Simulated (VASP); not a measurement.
A run of VASP 6.6.1 is set up as follows.

Contents of INCAR:

```
  ALGO = Normal
  EDIFF = 1E-6
  ENCUT = 520
  GGA = PE
  ISIF = 2
  ISMEAR = 0
  IVDW = 13
  LASPH = True
  LCHARG = True
  LELF = True
  LREAL = False
  LVHAR = True
  LWAVE = False
  NBANDS = 19
  NELM = 80
  PREC = Accurate
  SIGMA = 0.1
```

Contents of KPOINTS:

```
k-points
0
Gamma
  6 6 4
```

Contents of POSCAR:

```
TiTe2
1.0
    3.7770000000      0.0000000000      0.0000000000
   -1.8885000000      3.2709779501      0.0000000000
    0.0000000000      0.0000000000      6.4980000000
Ti Te
1 2
Direct
    0.0000000000      0.0000000000      0.0000000000
    0.6666666667      0.3333333333      0.2628000000
    0.3333333333      0.6666666667      0.7372000000
```

Potentials or basis: VASP PAW PBE potentials, release 64 (Ti_sv, Te).

Launch:

```console
$ cat potpaw_PBE.64/Ti_sv/POTCAR potpaw_PBE.64/Te/POTCAR > POTCAR
$ mpirun -np 1 vasp_std > vasp.out
```

Problem. Predict the pressure.

Solution. -1.6 GPa.

Problem. Estimate the largest force.

Solution. 0.039 eV/Å.

Forces in eV/Å, atoms in the order of the input:
```
Ti   0.000  0.000  0.000
Te   0.000  0.000 -0.039
Te   0.000  0.000  0.039
```
